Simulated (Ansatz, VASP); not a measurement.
Two plane-wave programs on Mo

```
Mo
1.0
    -1.41390    1.57100    1.57100
     1.41390   -1.57100    1.57100
     1.41390    1.57100   -1.57100
Mo
1
Cartesian
  0.0000 0.0000 0.0000
```

Change from the starting cell: strain -0.1000 x Voigt [1, 0, 0, 0, 0, 0], atoms carried along.

Alike in both runs: task single point; functional PBE; k mesh 22 × 22 × 22; occupations gaussian, width 0.15 eV; no spin polarisation.

```csv
,VASP,Ansatz
version,VASP 6.6.1,Ansatz 0.2.0
potentials or method,"VASP PAW PBE potentials, release 64 (Mo_sv), cutoff 520 eV","scalar-relativistic, plane waves, PAW"
valence electrons in the cell,14,14
```

```csv
,VASP,Ansatz,Ansatz less VASP
gap on the k mesh at the Fermi level (eV),none,none,-
pressure (GPa),43.7,42.8,-0.87
"traceless stress, the component that is largest in VASP (GPa)",25.92,25.92,-0.002
```

A gap of «none» marks a metal or a gap that the smearing closes. Both programs put the cell under a high pressure, so it lies far from rest at this level.
